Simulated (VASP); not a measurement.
# Pd (P6_3/mmc) in VASP: further runs

The runs below take Pd through electric field gradients, with PBE.

All numbers are computed with VASP 6.6.1; they aren't measurements. Logs are shortened: lines on timing, memory, paths and dates and some standing lists are left out, and cuts for length are marked.

### 1 The cell of the first run

Symmetry: P6_3/mmc, No. 194, hexagonal system. The conventional cell has a = 2.718 Å, b = 2.718 Å, c = 4.533 Å, α = 90.00°, β = 90.00°, γ = 120.00°. Within 3.6 Å of Pd (site symmetry -6m2) lie 12 Pd at 2.72 to 2.76 Å.

### 2 Electric field gradients, PBE (volume scaled by 0.9405)

Input file INCAR:

```
SYSTEM = Pd
ALGO = Normal
EDIFF = 1E-8
ENCUT = 520
GGA = PE
ISIF = 2
ISMEAR = -1
LASPH = .TRUE.
LCHARG = .FALSE.
LEFG = .TRUE.
LREAL = .FALSE.
LWAVE = .FALSE.
NBANDS = 17
NELM = 80
PREC = Accurate
SIGMA = 0.08
```

Input file KPOINTS:

```
k-points
0
G
  15 15 8
  0 0 0
```

Input file POSCAR:

```
Pd
1.0
    2.7179943613      0.0000000000      0.0000000000
   -1.3589971806      2.3538521642      0.0000000000
    0.0000000000      0.0000000000      4.5326700178
Pd
2
Direct
    0.3333333333      0.6666666667      0.2500000000
    0.6666666667      0.3333333333      0.7500000000
```

Potentials or basis: VASP PAW PBE potentials, release 64 (Pd).

On the command line:

```console
$ cat potpaw_PBE.64/Pd/POTCAR > POTCAR
$ mpirun -np 1 vasp_std > vasp.out
```

OUTCAR:

```text
SYSTEM = Pd
   EDIFF = 1E-8
   ENCUT = 520
   GGA = PE
   ISIF = 2
   ISMEAR = -1
   LASPH = .TRUE.
   LREAL = .FALSE.
   NELM = 80
   PREC = Accurate

 ion  position               nearest neighbor table
   1  0.333  0.667  0.250-   2 2.76   2 2.76   2 2.76   2 2.76   2 2.76   2 2.76
   2  0.667  0.333  0.750-   1 2.76   1 2.76   1 2.76   1 2.76   1 2.76   1 2.76

  LATTYP: Found a hexagonal cell.
 ALAT       =     2.7179943613
 C/A-ratio  =     1.6676524728

  Lattice vectors:

 A1 = (   2.7179943613,   0.0000000000,   0.0000000000)
 A2 = (  -1.3589971806,   2.3538521642,   0.0000000000)
 A3 = (   0.0000000000,   0.0000000000,   4.5326700178)

Analysis of symmetry for initial positions (statically):
=====================================================================
 Subroutine PRICEL returns:
 Original cell was already a primitive cell.

 Routine SETGRP: Setting up the symmetry group for a
 hexagonal supercell.

 Subroutine GETGRP returns: Found 24 space group operations
 (whereof 12 operations were pure point group operations)
 out of a pool of 24 trial point group operations.

The static configuration has the point symmetry D_3d.
 The point group associated with its full space group is D_6h.

Analysis of symmetry for dynamics (positions and initial velocities):
=====================================================================
 Subroutine PRICEL returns:
 Original cell was already a primitive cell.

 Routine SETGRP: Setting up the symmetry group for a
 hexagonal supercell.

 Subroutine GETGRP returns: Found 24 space group operations
 (whereof 12 operations were pure point group operations)
 out of a pool of 24 trial point group operations.

The dynamic configuration has the point symmetry D_3d.
 The point group associated with its full space group is D_6h.

 Subroutine INISYM returns: Found 24 space group operations
 (whereof 12 operations are pure point group operations),
 and found     1 'primitive' translations

----------------------------------------------------------------------------------------

                                     Primitive cell

[... 117 lines left out ...]
   AEXX    =    0.0000 exact exchange contribution
   IVDW    =     0    specifies the selected vdW correction
   LEPSILON=     F    determine dielectric tensor
   LRPA    =     F    only Hartree local field effects (RPA)
 non-spin polarized calculation
  energy-cutoff  :      520.00
  volume of cell :       29.00
 maximum number of plane-waves:       801
   NGX = 11   NGY = 11   NGZ = 17

 number of electron      19.9999996 magnetization

 Free energy of the ion-electron system (eV)
  ---------------------------------------------------
  ext. energy  EPLUGINS =         0.00000000
  ---------------------------------------------------
  free energy    TOTEN  =       -10.36445456 eV

  energy without entropy =      -10.27168966  energy(sigma->0) =      -10.31807211

 E-fermi :  10.0936     XC(G=0): -13.2902

 val. band max:       10.0924760653   @ k =   0.4000   0.2000   0.3750
 cond. band min:      10.0944144957   @ k =   0.4667   0.0667   0.0000
 fundamental gap:      0.0019384305
 Fermi energy:        10.0935809011

 k-point     1 :       0.0000    0.0000    0.0000
  band No.  band energies     occupation
      1       2.8023      2.00000
      2       4.6345      2.00000
      3       7.0356      2.00000
      4       7.2593      2.00000
      5       7.2593      2.00000
      6       7.6240      2.00000
[... 457 lines left out ...]
      4       7.0475      2.00000
      5       7.2299      2.00000
      6       7.3348      2.00000
[... 9 lines left out ...]
     16      23.8050      0.00000
     17      24.3325      0.00000

 [... further k-points ...]
[... 5 lines left out ...]
  --------------------------------------------------------------------------------------
  -------------------------------------------------------------------------------------
  Total        2.1095692      2.1095692      2.0791376      0.0000000      0.0000000      0.0000000
  in kB      116.5527492    116.5527492    114.8714160      0.0000000      0.0000000      0.0000000
  external PRESSURE =     115.9923048 kB  Pullay stress =       0.0000000 kB

 VOLUME and BASIS-vectors are now :
 -----------------------------------------------------------------------------
  energy-cutoff  :      520.00
  volume of cell :       29.00
      direct lattice vectors                 reciprocal lattice vectors
     2.717994361  0.000000000  0.000000000     0.367918350  0.212417758  0.000000000
    -1.358997181  2.353852164  0.000000000     0.000000000  0.424835517  0.000000000
     0.000000000  0.000000000  4.532670018     0.000000000  0.000000000  0.220620516

 POSITION                                       TOTAL-FORCE (eV/Angst)
 -----------------------------------------------------------------------------------
     -0.00000      1.56923      1.13317         0.000000     -0.000000      0.000000
      1.35900      0.78462      3.39950        -0.000000      0.000000      0.000000
 -----------------------------------------------------------------------------------
    total drift:                               -0.000000      0.000000     -0.000000

  FREE ENERGIE OF THE ION-ELECTRON SYSTEM (eV)
  ---------------------------------------------------
  free  energy   TOTEN  =       -10.3644545603 eV

  energy  without entropy=      -10.2716896643  energy(sigma->0) =      -10.31807211

 Electric field gradients (V/A^2)
---------------------------------------------------------------------
 ion       V_xx      V_yy      V_zz      V_xy      V_xz      V_yz
---------------------------------------------------------------------
   1       5.806     5.806   -11.612     0.000     0.000    -0.000
   2       5.806     5.806   -11.612     0.000    -0.000     0.000
---------------------------------------------------------------------

 Electric field gradients after diagonalization (V/A^2)
 (convention: |V_zz| > |V_xx| > |V_yy|)
----------------------------------------------------------------------
 ion       V_xx      V_yy      V_zz     asymmetry (V_yy - V_xx)/ V_zz
----------------------------------------------------------------------
   1       5.807     5.806   -11.612       0.000
   2       5.807     5.806   -11.612       0.000
----------------------------------------------------------------------

           NMR quadrupolar parameters

 Cq : quadrupolar parameter    Cq=e*Q*V_zz/h
 eta: asymmetry parameters     (V_yy - V_xx)/ V_zz
 Q  : nuclear electric quadrupole moment in mb (millibarn)
----------------------------------------------------------------------
 ion       Cq(MHz)       eta       Q (mb)
----------------------------------------------------------------------
   1      -0.028       0.000       1.000
   2      -0.028       0.000       1.000
----------------------------------------------------------------------
```

stdout:

```text
POSCAR found type information on POSCAR Pd
 POSCAR found :  1 types and       2 ions
 scaLAPACK will be used
 LDA part: xc-table for (Slater+PW92), standard interpolation
 POSCAR, INCAR and KPOINTS ok, starting setup
 FFT: planning ... GRIDC
 FFT: planning ... GRID_SOFT
 FFT: planning ... GRID
 WAVECAR not read
 entering main loop
ion   1

ion   2
```

It took 56 s on 1 thread of Intel Xeon Platinum 8488C (Sapphire Rapids), shared host; peak memory 0.18 GiB.

Results:

* Free energy: -10.3645 eV
* Pressure: 11.6 GPa
* Band gap on the k mesh: zero (band 10 reaches 10.28 eV, above the bottom of band 11 at 9.36 eV)

Electric field gradients, principal values (V/Å²):
```csv
atom,least,middle,greatest (by size)
1 Pd,5.806,5.807,-11.612
2 Pd,5.806,5.807,-11.612
```

Caveat: the cell differs from its parent crystal (volume scaled by 0.9405); without QUAD_EFG the Cq values of the log hold for a quadrupole moment of 1 mb, not for the nuclei.

### 3 Electric field gradients, PBE (volume scaled by 0.98)

Input file INCAR:

```
SYSTEM = Pd
PREC = Accurate
ENCUT = 520
EDIFF = 1E-8
ISMEAR = -1
SIGMA = 0.08
LREAL = .False.
LASPH = .True.
NELM = 80
ALGO = Normal
ISIF = 2
LWAVE = .False.
LCHARG = .False.
GGA = PE
LEFG = .True.
NBANDS = 17
```

Input file KPOINTS:

```
Automatic mesh
0
Gamma
  15 15 8
  0 0 0
```

Input file POSCAR:

```
Pd
1.0
    2.7555247108      0.0000000000      0.0000000000
   -1.3777623554      2.3863544003      0.0000000000
    0.0000000000      0.0000000000      4.5952575980
Pd
2
Direct
    0.3333333333      0.6666666667      0.2500000000
    0.6666666667      0.3333333333      0.7500000000
```

Potentials or basis: VASP PAW PBE potentials, release 64 (Pd).

On the command line:

```console
$ cat potpaw_PBE.64/Pd/POTCAR > POTCAR
$ mpirun -np 1 vasp_std > vasp.out
```

OUTCAR:

```text
SYSTEM = Pd
   PREC = Accurate
   ENCUT = 520
   EDIFF = 1E-8
   ISMEAR = -1
   LREAL = .False.
   LASPH = .True.
   NELM = 80
   ISIF = 2
   GGA = PE

 ion  position               nearest neighbor table
   1  0.333  0.667  0.250-   2 2.79   2 2.79   2 2.79   2 2.79   2 2.79   2 2.79
   2  0.667  0.333  0.750-   1 2.79   1 2.79   1 2.79   1 2.79   1 2.79   1 2.79

  LATTYP: Found a hexagonal cell.
 ALAT       =     2.7555247108
 C/A-ratio  =     1.6676524729

  Lattice vectors:

 A1 = (   2.7555247108,   0.0000000000,   0.0000000000)
 A2 = (  -1.3777623554,   2.3863544003,   0.0000000000)
[... 694 lines left out ...]
  free  energy   TOTEN  =       -10.4200871752 eV

  energy  without entropy=      -10.3232033995  energy(sigma->0) =      -10.37164529

 Electric field gradients (V/A^2)
---------------------------------------------------------------------
 ion       V_xx      V_yy      V_zz      V_xy      V_xz      V_yz
---------------------------------------------------------------------
   1       5.730     5.731   -11.461     0.001     0.000     0.000
   2       5.730     5.731   -11.461     0.001     0.000     0.000
---------------------------------------------------------------------

 Electric field gradients after diagonalization (V/A^2)
 (convention: |V_zz| > |V_xx| > |V_yy|)
----------------------------------------------------------------------
 ion       V_xx      V_yy      V_zz     asymmetry (V_yy - V_xx)/ V_zz
----------------------------------------------------------------------
   1       5.732     5.729   -11.461       0.000
   2       5.732     5.729   -11.461       0.000
----------------------------------------------------------------------

           NMR quadrupolar parameters

 Cq : quadrupolar parameter    Cq=e*Q*V_zz/h
 eta: asymmetry parameters     (V_yy - V_xx)/ V_zz
 Q  : nuclear electric quadrupole moment in mb (millibarn)
----------------------------------------------------------------------
 ion       Cq(MHz)       eta       Q (mb)
----------------------------------------------------------------------
   1      -0.028       0.000       1.000
   2      -0.028       0.000       1.000
----------------------------------------------------------------------
```

stdout:

```text
POSCAR found type information on POSCAR Pd
 POSCAR found :  1 types and       2 ions
 scaLAPACK will be used
 LDA part: xc-table for (Slater+PW92), standard interpolation
 POSCAR, INCAR and KPOINTS ok, starting setup
 FFT: planning ... GRIDC
 FFT: planning ... GRID_SOFT
 FFT: planning ... GRID
 WAVECAR not read
 entering main loop
ion   1

ion   2
```

Run time: 53 s. Hardware: 1 thread of Intel Xeon Platinum 8488C (Sapphire Rapids), shared host; peak memory 0.18 GiB.

What came out:

```
Free energy            : -10.4201 eV
Pressure               : 3.2 GPa
Band gap on the k mesh : zero (band 10 reaches 9.57 eV, above the bottom of band 11 at 8.71 eV)
```

Electric field gradients, principal values (V/Å²):
```csv
atom,least,middle,greatest (by size)
1 Pd,5.729,5.732,-11.461
2 Pd,5.729,5.732,-11.461
```

Caveat: the cell differs from its parent crystal (volume scaled by 0.98); without QUAD_EFG the Cq values of the log hold for a quadrupole moment of 1 mb, not for the nuclei.

### 4 Electric field gradients, PBE

This run uses another cell than the first one, of 15.42 Å³/atom, 1.063 times its volume.

Input file INCAR:

```
SYSTEM = Pd
PREC = Accurate
ENCUT = 520
EDIFF = 1E-8
ISMEAR = -1
SIGMA = 0.08
LREAL = .FALSE.
LASPH = .TRUE.
NELM = 80
ALGO = Normal
ISIF = 2
LWAVE = .FALSE.
LCHARG = .FALSE.
GGA = PE
LEFG = .TRUE.
NBANDS = 17
```

Input file KPOINTS:

```
regular mesh
0
G
  15 15 8
  0 0 0
```

Input file POSCAR:

```
Pd
1.0
    2.7741436858      0.0000000000      0.0000000000
   -1.3870718429      2.4024789057      0.0000000000
    0.0000000000      0.0000000000      4.6263075777
Pd
2
Direct
    0.3333333333      0.6666666667      0.2500000000
    0.6666666667      0.3333333333      0.7500000000
```

Potentials or basis: VASP PAW PBE potentials, release 64 (Pd).

On the command line:

```console
$ cat potpaw_PBE.64/Pd/POTCAR > POTCAR
$ mpirun -np 1 vasp_std > vasp.out
```

OUTCAR:

```text
SYSTEM = Pd
   PREC = Accurate
   ENCUT = 520
   EDIFF = 1E-8
   ISMEAR = -1
   LREAL = .FALSE.
   LASPH = .TRUE.
   NELM = 80
   ISIF = 2
   GGA = PE

 ion  position               nearest neighbor table
   1  0.333  0.667  0.250-   2 2.81   2 2.81   2 2.81   2 2.81   2 2.81   2 2.81
   2  0.667  0.333  0.750-   1 2.81   1 2.81   1 2.81   1 2.81   1 2.81   1 2.81

  LATTYP: Found a hexagonal cell.
 ALAT       =     2.7741436858
 C/A-ratio  =     1.6676524729

  Lattice vectors:

 A1 = (   2.7741436858,   0.0000000000,   0.0000000000)
 A2 = (  -1.3870718429,   2.4024789057,   0.0000000000)
 A3 = (   0.0000000000,   0.0000000000,   4.6263075777)

Analysis of symmetry for initial positions (statically):
=====================================================================
 Subroutine PRICEL returns:
 Original cell was already a primitive cell.

 Routine SETGRP: Setting up the symmetry group for a
 hexagonal supercell.
[... 671 lines left out ...]
  volume of cell :       30.83
      direct lattice vectors                 reciprocal lattice vectors
     2.774143686  0.000000000  0.000000000     0.360471595  0.208118373  0.000000000
    -1.387071843  2.402478906  0.000000000     0.000000000  0.416236745  0.000000000
     0.000000000  0.000000000  4.626307578     0.000000000  0.000000000  0.216155105

 POSITION                                       TOTAL-FORCE (eV/Angst)
 -----------------------------------------------------------------------------------
     -0.00000      1.60165      1.15658        -0.000000     -0.000000      0.000000
      1.38707      0.80083      3.46973         0.000000      0.000000      0.000000
 -----------------------------------------------------------------------------------
    total drift:                               -0.000000      0.000000     -0.000000

  FREE ENERGIE OF THE ION-ELECTRON SYSTEM (eV)
  ---------------------------------------------------
  free  energy   TOTEN  =       -10.4259096894 eV

  energy  without entropy=      -10.3270029019  energy(sigma->0) =      -10.37645630

 Electric field gradients (V/A^2)
---------------------------------------------------------------------
 ion       V_xx      V_yy      V_zz      V_xy      V_xz      V_yz
---------------------------------------------------------------------
   1       5.691     5.691   -11.382     0.000     0.000    -0.000
   2       5.691     5.691   -11.382     0.000    -0.000     0.000
---------------------------------------------------------------------

 Electric field gradients after diagonalization (V/A^2)
 (convention: |V_zz| > |V_xx| > |V_yy|)
----------------------------------------------------------------------
 ion       V_xx      V_yy      V_zz     asymmetry (V_yy - V_xx)/ V_zz
----------------------------------------------------------------------
   1       5.692     5.691   -11.382       0.000
   2       5.692     5.691   -11.382       0.000
----------------------------------------------------------------------

           NMR quadrupolar parameters

 Cq : quadrupolar parameter    Cq=e*Q*V_zz/h
 eta: asymmetry parameters     (V_yy - V_xx)/ V_zz
 Q  : nuclear electric quadrupole moment in mb (millibarn)
----------------------------------------------------------------------
 ion       Cq(MHz)       eta       Q (mb)
----------------------------------------------------------------------
   1      -0.028       0.000       1.000
   2      -0.028       0.000       1.000
----------------------------------------------------------------------
```

stdout:

```text
POSCAR found type information on POSCAR Pd
 POSCAR found :  1 types and       2 ions
 scaLAPACK will be used
 LDA part: xc-table for (Slater+PW92), standard interpolation
 POSCAR, INCAR and KPOINTS ok, starting setup
 FFT: planning ... GRIDC
 FFT: planning ... GRID_SOFT
 FFT: planning ... GRID
 WAVECAR not read
 entering main loop
ion   1

ion   2
```

Wall time 73 s (1 thread of Intel Xeon Platinum 8488C (Sapphire Rapids), shared host); peak memory 0.19 GiB.

Results:

```yaml
Free_energy: -10.4259 eV
Pressure: -0.3 GPa
Band_gap_on_the_k_mesh: zero (band 10 reaches 9.23 eV, above the bottom of band 11 at 8.40 eV)
```

Electric field gradients, principal values (V/Å²):
```csv
atom,least,middle,greatest (by size)
1 Pd,5.691,5.692,-11.382
2 Pd,5.691,5.692,-11.382
```

Caveat: without QUAD_EFG the Cq values of the log hold for a quadrupole moment of 1 mb, not for the nuclei.

(Continued in part 2 of 2.)
